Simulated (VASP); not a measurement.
# Sn in VASP: further runs

Sn is run at these levels: PBEsol; tasks: single point.

All numbers are computed with VASP 6.6.1; they aren't measurements. Logs are shortened: lines on timing, memory, paths and dates and some standing lists are left out, and cuts for length are marked.

## 1. The cell of the first run

The structure is cubic, space group Im-3m (No. 229). The conventional cell has a = 3.486 Å, b = 3.486 Å, c = 3.486 Å, α = 90.00°, β = 90.00°, γ = 90.00°. Within 4.0 Å of Sn (site symmetry m-3m) lie 14 Sn at 3.02 to 3.49 Å.

## 2. Single point, PBEsol (strain -0.080 along x and y, -0.080 along z)

INCAR reads:

```
SYSTEM = Sn
PREC = Accurate
ENCUT = 520
EDIFF = 1E-7
ISMEAR = 0
SIGMA = 0.15
LREAL = .FALSE.
LASPH = .TRUE.
NELM = 60
ALGO = Fast
ISIF = 2
LWAVE = .FALSE.
LCHARG = .FALSE.
GGA = PS
NBANDS = 13
```

KPOINTS reads:

```
Automatic mesh
0
G
  18 18 18
  0 0 0
```

POSCAR reads:

```
Sn
1.0
   -1.7430796737      1.7430796737      1.7430796737
    1.7430796737     -1.7430796737      1.7430796737
    1.7430796737      1.7430796737     -1.7430796737
Sn
1
Direct
    0.0000000000      0.0000000000      0.0000000000
```

Potentials or basis: VASP PAW PBE potentials, release 64 (Sn_d).

Run with:

```
$ cat potpaw_PBE.64/Sn_d/POTCAR > POTCAR
$ mpirun -np 1 vasp_std > vasp.out
```

OUTCAR:

```text
SYSTEM = Sn
   PREC = Accurate
   ENCUT = 520
   EDIFF = 1E-7
   ISMEAR = 0
   LREAL = .FALSE.
   LASPH = .TRUE.
   NELM = 60
   ISIF = 2
   GGA = PS

 ion  position               nearest neighbor table
   1  0.000  0.000  0.000-

  LATTYP: Found a body centered cubic cell.
 ALAT       =     3.4861593474

  Lattice vectors:

 A1 = (  -1.7430796737,   1.7430796737,   1.7430796737)
 A2 = (   1.7430796737,  -1.7430796737,   1.7430796737)
 A3 = (   1.7430796737,   1.7430796737,  -1.7430796737)

Analysis of symmetry for initial positions (statically):
=====================================================================
 Subroutine PRICEL returns:
 Original cell was already a primitive cell.

 Routine SETGRP: Setting up the symmetry group for a
 body centered cubic supercell.

 Subroutine GETGRP returns: Found 48 space group operations
 (whereof 48 operations were pure point group operations)
 out of a pool of 48 trial point group operations.

The static configuration has the point symmetry O_h .

Analysis of symmetry for dynamics (positions and initial velocities):
=====================================================================
 Subroutine PRICEL returns:
 Original cell was already a primitive cell.

 Routine SETGRP: Setting up the symmetry group for a
 body centered cubic supercell.

 Subroutine GETGRP returns: Found 48 space group operations
 (whereof 48 operations were pure point group operations)
 out of a pool of 48 trial point group operations.

The dynamic configuration has the point symmetry O_h .

 Subroutine INISYM returns: Found 48 space group operations
 (whereof 48 operations are pure point group operations),
 and found     1 'primitive' translations

----------------------------------------------------------------------------------------

                                     Primitive cell

  volume of cell :      21.1842

  direct lattice vectors                    reciprocal lattice vectors
    -1.743079674  1.743079674  1.743079674     0.000000000  0.286848621  0.286848621
     1.743079674 -1.743079674  1.743079674     0.286848621  0.000000000  0.286848621
     1.743079674  1.743079674 -1.743079674     0.286848621  0.286848621  0.000000000

  length of vectors
     3.019102556  3.019102556  3.019102556     0.405665210  0.405665210  0.405665210

  position of ions in fractional coordinates (direct lattice)
     0.000000000  0.000000000  0.000000000

  ion indices of the primitive-cell ions
   primitive index   ion index
                 1           1

----------------------------------------------------------------------------------------

 KPOINTS: Automatic mesh

Automatic generation of k-mesh.
 Grid dimensions read from file:
 generate k-points for:   18   18   18

 Generating k-lattice:

  Cartesian coordinates                     Fractional coordinates (reciprocal lattice)
     0.000000000  0.015936034  0.015936034     0.055555556  0.000000000  0.000000000
     0.015936034  0.000000000  0.015936034     0.000000000  0.055555556  0.000000000
     0.015936034  0.015936034  0.000000000     0.000000000  0.000000000  0.055555556

  Length of vectors
     0.022536956  0.022536956  0.022536956

  Shift w.r.t. Gamma in fractional coordinates (k-lattice)
     0.000000000  0.000000000  0.000000000

 Subroutine IBZKPT returns following result:
 ===========================================

 Found    195 irreducible k-points:

 Following reciprocal coordinates:
            Coordinates               Weight
  0.000000  0.000000  0.000000      1.000000
  0.055556  0.000000  0.000000     12.000000
  0.111111  0.000000  0.000000     12.000000
  0.166667  0.000000  0.000000     12.000000
  0.222222  0.000000  0.000000     12.000000
  0.277778  0.000000  0.000000     12.000000
[... 16 lines left out ...]
  0.333333  0.111111  0.000000     48.000000
  0.388889  0.111111  0.000000     48.000000
 [... further k-points ...]
   k-points           NKPTS =    195   k-points in BZ     NKDIM =    195   number of bands    NBANDS=     13
   number of dos      NEDOS =    301   number of ions     NIONS =      1
   total plane-waves  NPLWV =  13824
   dimension x,y,z NGX =    24 NGY =   24 NGZ =   24
   dimension x,y,z NGXF=    48 NGYF=   48 NGZF=   48
   ions per type =               1
   NGX,Y,Z   is equivalent  to a cutoff of  13.22, 13.22, 13.22 a.u.
   NGXF,Y,Z  is equivalent  to a cutoff of  26.43, 26.43, 26.43 a.u.
 SYSTEM =  Sn
   PREC   = accura    normal or accurate (medium, high low for compatibility)
   ISTART =      0    job   : 0-new  1-cont  2-samecut
   ICHARG =      2    charge: 1-file 2-atom 10-const
   ISPIN  =      1    spin polarized calculation?
   LNONCOLLINEAR =      F non collinear calculations
   LSORBIT =      F    spin-orbit coupling
   LASPH  =      T    aspherical Exc in radial PAW
   ENCUT  =  520.0 eV  38.22 Ry    6.18 a.u.   5.61  5.61  5.61*2*pi/ulx,y,z
   NELM   =     60;   NELMIN=  2; NELMDL= -5     # of ELM steps
   EDIFF  = 0.1E-06   stopping-criterion for ELM
   LREAL  =      F    real-space projection
   EDIFFG = 0.1E-05   stopping-criterion for IOM
   NSW    =      0    number of steps for IOM
   IBRION =     -1    ionic relax: 0-MD 1-quasi-New 2-CG
   NFREE  =      0    steps in history (QN), initial steepest desc. (CG)
   ISIF   =      2    stress and relaxation
   ISYM   =      2    0-nonsym 1-usesym 2-fastsym
   POTIM  = 0.5000    time-step for ionic-motion
   TEBEG  =    0.0;   TEEND  =   0.0 temperature during run
   PSTRESS=    0.0 pullay stress
   NELECT =      14.0000    total number of electrons
   NUPDOWN=      -1.0000    fix difference up-down
   EMIN   =  10.00;   EMAX   =-10.00  energy-range for DOS
   EFERMI =   0.00;   METHOD = LEGACY
   ISMEAR =     0;   SIGMA  =   0.15  broadening in eV -4-tet -1-fermi 0-gaus
   EFERMI_NEDOS =   21; number of points for ismear=-14 and -15
   IALGO  =     68    algorithm
   IMIX   =      4    mixing-type and parameters
     AMIX     =   0.40;   BMIX     =  1.00
     AMIX_MAG =   1.60;   BMIX_MAG =  1.00
  volume/ion in A,a.u.               =      21.18       142.96
  Fermi-wavevector in a.u.,A,eV,Ry     =   1.425981  2.694713 27.666367  2.033421
  Thomas-Fermi vector in A             =   2.546307
   LORBIT       =      0    0 simple, 1 ext, 2 COOP (PROOUT), +10 PAW based schemes
   GGA     = PS    functional components
   LHFCALC =     F    Hartree Fock is set to
   AEXX    =    0.0000 exact exchange contribution
   IVDW    =     0    specifies the selected vdW correction
   LEPSILON=     F    determine dielectric tensor
   LRPA    =     F    only Hartree local field effects (RPA)
 non-spin polarized calculation
 RMM-DIIS sequential band-by-band and
 Gauss-broadening in eV      SIGMA  =   0.15
  energy-cutoff  :      520.00
  volume of cell :       21.18
 maximum number of plane-waves:       603
   NGX = 11   NGY = 11   NGZ = 11

 number of electron      14.0000008 magnetization

 Free energy of the ion-electron system (eV)
  ---------------------------------------------------
  ext. energy  EPLUGINS =         0.00000000
  ---------------------------------------------------
  free energy    TOTEN  =        -3.98516966 eV

  energy without entropy =       -3.97818414  energy(sigma->0) =       -3.98167690

 E-fermi :  11.3410     XC(G=0): -11.7317

 val. band max:       11.3392856792   @ k =  -0.2778   0.4444   0.1111
 cond. band min:      11.3414151881   @ k =   0.2778   0.2222   0.1667
 fundamental gap:      0.0021295089
 Fermi energy:        11.3409749609

 k-point     1 :       0.0000    0.0000    0.0000
  band No.  band energies     occupation
      1     -10.3758      2.00000
      2     -10.3758      2.00000
      3     -10.3758      2.00000
      4     -10.0871      2.00000
      5     -10.0871      2.00000
      6      -1.8372      2.00000
      7      21.8959      0.00000
      8      21.8959      0.00000
      9      21.8959      0.00000
     10      23.8749      0.00000
     11      23.8749      0.00000
     12      23.8749      0.00000
     13      26.1685      0.00000

 k-point     2 :       0.0556    0.0000    0.0000
  band No.  band energies     occupation
      1     -10.3790      2.00000
      2     -10.3720      2.00000
      3     -10.3623      2.00000
      4     -10.0907      2.00000
      5     -10.0873      2.00000
      6      -1.7546      2.00000
      7      21.0040      0.00000
      8      21.4470      0.00000
      9      21.6942      0.00000
     10      23.2966      0.00000
     11      23.5521      0.00000
     12      23.7767      0.00000
     13      26.6161      0.00000

 k-point     3 :       0.1111    0.0000    0.0000
  band No.  band energies     occupation
      1     -10.3884      2.00000
      2     -10.3621      2.00000
      3     -10.3232      2.00000
      4     -10.1004      2.00000
      5     -10.0880      2.00000
      6      -1.5061      2.00000
      7      18.9892      0.00000
      8      20.4855      0.00000
      9      21.1078      0.00000
     10      22.7252      0.00000
     11      22.9402      0.00000
     12      23.8136      0.00000
     13      26.9451      0.00000
[... 305 lines left out ...]
 k-point    23 :       0.3333    0.1111    0.0000
  band No.  band energies     occupation
      1     -10.4504      2.00000
      2     -10.3482      2.00000
      3     -10.1198      2.00000
      4     -10.1009      2.00000
      5      -9.9806      2.00000
      6       2.5327      2.00000
      7       8.6534      2.00000
      8      14.3585      0.00000
      9      17.0502      0.00000
     10      21.5527      0.00000
     11      23.7245      0.00000
     12      25.9761      0.00000
     13      29.4401      0.00000

 k-point    24 :       0.3889    0.1111    0.0000
  band No.  band energies     occupation
      1     -10.4585      2.00000
      2     -10.3554      2.00000
      3     -10.1104      2.00000
      4     -10.1025      2.00000
      5      -9.9466      2.00000
      6       3.7698      2.00000
      7       6.9501      2.00000
      8      14.0745      0.00000
      9      16.8024      0.00000
     10      21.4137      0.00000
     11      23.6014      0.00000
     12      26.9067      0.00000
     13      28.8058      0.00000

 [... further k-points ...]

------------------------ aborting loop because EDIFF is reached ----------------------------------------

  FORCE on cell =-STRESS in cart. coord.  units (eV):
  Direction    XX          YY          ZZ          XY          YZ          ZX
  --------------------------------------------------------------------------------------
  -------------------------------------------------------------------------------------
  Total        2.5429638      2.5429638      2.5429638      0.0000000      0.0000000     -0.0000000
  in kB      192.3264640    192.3264640    192.3264640      0.0000000      0.0000000     -0.0000000
  external PRESSURE =     192.3264640 kB  Pullay stress =       0.0000000 kB

 VOLUME and BASIS-vectors are now :
 -----------------------------------------------------------------------------
  energy-cutoff  :      520.00
  volume of cell :       21.18
      direct lattice vectors                 reciprocal lattice vectors
    -1.743079674  1.743079674  1.743079674     0.000000000  0.286848621  0.286848621
     1.743079674 -1.743079674  1.743079674     0.286848621  0.000000000  0.286848621
     1.743079674  1.743079674 -1.743079674     0.286848621  0.286848621  0.000000000

 POSITION                                       TOTAL-FORCE (eV/Angst)
 -----------------------------------------------------------------------------------
      0.00000      0.00000      0.00000        -0.000000     -0.000000      0.000000
 -----------------------------------------------------------------------------------
    total drift:                               -0.000000      0.000000     -0.000000

  FREE ENERGIE OF THE ION-ELECTRON SYSTEM (eV)
  ---------------------------------------------------
  free  energy   TOTEN  =        -3.9851696551 eV

  energy  without entropy=       -3.9781841395  energy(sigma->0) =       -3.98167690
```

Wall time 20 s (1 thread of Intel Xeon 6975P-C (Granite Rapids), shared host); peak memory 0.16 GiB.

Results:

```
Free energy            : -3.9852 eV
Pressure               : 19.2 GPa
Band gap on the k mesh : zero (band 7 reaches 21.90 eV, above the bottom of band 8 at 7.97 eV)
```

Caveat: the cell differs from its parent crystal (strain -0.080 along x and y, -0.080 along z); the PAW data sets were made with another functional, which shifts forces and pressure a little; spin-orbit coupling is left out, which moves the levels of the heavy elements.

## 3. Single point, PBEsol (strain -0.040 along x and y, -0.040 along z)

INCAR reads:

```
ALGO     = Fast           # electronic algorithm
EDIFF    = 1E-6           # SCF threshold, eV
ENCUT    = 520            # plane-wave cutoff, eV
GGA      = PS             # functional
ISIF     = 2              # what is computed and relaxed
ISMEAR   = 0              # smearing method
LASPH    = True           # aspherical terms in the spheres
LCHARG   = False          # write CHGCAR
LREAL    = False          # projectors in reciprocal space
LWAVE    = False          # write WAVECAR
NBANDS   = 13             # bands
NELM     = 100            # most SCF steps
PREC     = Accurate       # precision mode
SIGMA    = 0.15           # smearing width, eV
```

KPOINTS reads:

```
k-points
0
Gamma
  18 18 18
```

POSCAR reads:

```
Sn
1.0
   -1.8188657464      1.8188657464      1.8188657464
    1.8188657464     -1.8188657464      1.8188657464
    1.8188657464      1.8188657464     -1.8188657464
Sn
1
Direct
    0.0000000000      0.0000000000      0.0000000000
```

Potentials or basis: VASP PAW PBE potentials, release 64 (Sn_d).

Run with:

```
$ cat potpaw_PBE.64/Sn_d/POTCAR > POTCAR
$ mpirun -np 1 vasp_std > vasp.out
```

Run time: 19 s. Hardware: 1 thread of Intel Xeon 6975P-C (Granite Rapids), shared host; peak memory 0.17 GiB.

The run converged. Its results:

| Item | Value |
| --- | --- |
| Free energy | -4.1969 eV |
| Pressure | 5.7 GPa |
| Band gap on the k mesh | zero (band 7 reaches 18.63 eV, above the bottom of band 8 at 6.60 eV) |

Levels at points of the mesh, in eV from the Fermi level:
| k point | band 4 | band 5 | band 6 | band 7 | band 8 | band 9 | band 10 | band 11 |
| --- | --- | --- | --- | --- | --- | --- | --- | --- |
| (0.00, 0.00, 0.00) | -21.34 | -21.34 | -12.05 | 9.14 | 9.14 | 9.14 | 12.35 | 12.35 |
| (0.50, 0.00, 0.00) | -21.35 | -21.22 | -6.57 | -5.09 | 4.02 | 5.84 | 8.70 | 8.71 |
| (0.50, 0.50, 0.50) | -21.25 | -21.25 | -1.74 | -0.63 | -0.63 | -0.63 | 3.81 | 3.81 |

Caveat: the cell differs from its parent crystal (strain -0.040 along x and y, -0.040 along z); the PAW data sets were made with another functional, which shifts forces and pressure a little; spin-orbit coupling is left out, which moves the levels of the heavy elements.

(Continued in part 2 of 2.)
